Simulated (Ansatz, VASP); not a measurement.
**One calculation of AgCl, two programs**

```
Ag Cl
1.0
     3.43397   -0.03434   -0.03434
    -0.03434    3.43397   -0.03434
    -0.03434   -0.03434    3.43397
Ag Cl
1 1
Direct
  0.00000 0.00000 0.00000
  0.50000 0.50000 0.50000
```

Change from the starting cell: equal xy, yz and zx shear strains of -2 %.

Alike in both runs: task single point; functional PBE; k mesh 9 × 9 × 9; occupations fermi-dirac, width 0.01 eV; no spin polarisation.

|  | VASP | Ansatz |
| --- | --- | --- |
| version | VASP 6.6.1 | Ansatz 0.2.0 |
| potentials or method | VASP PAW PBE potentials, release 64 (Ag, Cl), cutoff 520 eV | all-electron LAPW, scalar-relativistic |

|  | VASP | Ansatz | Ansatz less VASP |
| --- | --- | --- | --- |
| gap on the k mesh at the Fermi level (eV) | 0.55 | 0.55 | +0.002 |
| pressure (GPa) | -0.2 | -0.1 | +0.13 |
| traceless stress, the component that is largest in VASP (GPa) | -0.24 | -0.24 | +0.004 |

Ansatz ran all-electron here, and VASP with PAW potentials.
